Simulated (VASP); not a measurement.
Crystal: Al2Cl3.

```
Al Cl
1.0
     4.62545    0.00000    0.00000
    -2.31273    4.00576    0.00000
     0.00000    0.00000    5.58481
Al Cl
2 3
Direct
  0.33333 0.66667 0.13800
  0.66667 0.33333 0.86200
  0.00000 0.00000 0.00000
  0.33333 0.66667 0.62500
  0.66667 0.33333 0.37500
```

- Program: VASP 6.6.1
- Task: relaxation of cell and atoms
- Functional: PBE
- Potentials or basis: VASP PAW PBE potentials, release 64 (Al, Cl)
- Cutoff: 600 eV
- k mesh: 6 × 6 × 4
- Occupations: gaussian, width 0.1 eV
- Spin: no spin polarisation

At the start: pressure 2.6 GPa; volume 20.70 Å³/atom.

Question: How do energy, volume and symmetry change on relaxing?

Answer: Over 13 steps the energy falls by 104.0 meV/atom and the volume is 23.63 Å³/atom (+14.2 %); space group P-3m1 (No. 164, to 0.1 Å) before and after.

Step by step:
```
step  energy change (eV)  largest force (eV/Å)  pressure (GPa)  volume (Å³)
   1              0.0000                0.9063            2.65       103.48
   2             -0.2070                0.7561            0.68       108.65
   3             -0.3631                0.5551           -1.30       116.75
   4             -0.3483                0.2274           -3.16       133.57
   5             -0.3956                0.3991           -2.41       124.31
   6             -0.5040                0.1536            0.15       119.37
   7             -0.5068                0.1082           -0.25       119.99
   8             -0.5101                0.0877           -0.14       119.11
   9             -0.5124                0.0731            0.08       117.51
  10             -0.5141                0.0686            0.05       117.60
  11             -0.5181                0.0547           -0.02       117.87
  12             -0.5188                0.0543           -0.16       118.41
  13             -0.5198                0.0378           -0.10       118.17
```

Final structure:
```xyz
5
Lattice="5.0961 0.0000 0.0000 -2.5480 4.4133 0.0000 0.0000 0.0000 5.2541" Properties=species:S:1:pos:R:3 pbc="T T T"
Al    0.0000    2.9422    0.9939
Al    2.5480    1.4711    4.2602
Cl    0.0000    0.0000    0.0000
Cl    0.0000    2.9422    3.4723
Cl    2.5480    1.4711    1.7818
```

Caveat: an odd number of electrons without spin polarisation forces a metal; a magnetic or distorted state may lie lower.
